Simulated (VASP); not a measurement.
A run of VASP 6.6.1:

The input INCAR:

```
PREC     = Accurate       # precision mode
ENCUT    = 520            # plane-wave cutoff, eV
EDIFF    = 1E-7           # SCF threshold, eV
ISMEAR   = 0              # smearing method
SIGMA    = 0.1            # smearing width, eV
LREAL    = False          # projectors in reciprocal space
LASPH    = True           # aspherical terms in the spheres
NELM     = 80             # most SCF steps
ALGO     = Normal         # electronic algorithm
ISIF     = 2              # what is computed and relaxed
LWAVE    = False          # write WAVECAR
LCHARG   = False          # write CHGCAR
LDIPOL   = True         
IDIPOL   = 3            
DIPOL    = 0.5 0.5 0.339
GGA      = PE             # functional
NBANDS   = 46             # bands
```

Contents of KPOINTS:

```
Automatic mesh
0
Gamma
  6 6 1
```

Contents of POSCAR:

```
Ti6H
1.0
    4.6037402192      0.0000000000      0.0000000000
   -2.3018701096      3.9869559822      0.0000000000
    0.0000000000      0.0000000000     19.9968207719
Ti H
6 1
Direct
    0.6666666667      0.3333333334      0.2000317973
    0.3333333333      0.6666666667      0.2470259945
    0.0000000000      0.0000000000      0.2940201916
    0.6666666667      0.3333333334      0.3353091140
    0.3333333333      0.6666666667      0.3717707007
    0.0000000000      0.0000000000      0.4249085827
    0.2222222222      0.1111111111      0.5012452151
```

Potentials or basis: VASP PAW PBE potentials, release 64 (Ti_sv, H).

Command:

```sh
$ cat potpaw_PBE.64/Ti_sv/POTCAR potpaw_PBE.64/H/POTCAR > POTCAR
$ mpirun -np 1 vasp_std > vasp.out
```

Hardware: 1 thread of Intel(R) Xeon(R) 6975P-C (Granite Rapids), with other jobs on the host.

Estimate the wall time of this run.

Run time: 4.5 min on 1 thread of Intel(R) Xeon(R) 6975P-C (Granite Rapids), with other jobs on the host, peak memory 0.51 GiB. Counts: scf iterations 34, k points 13.
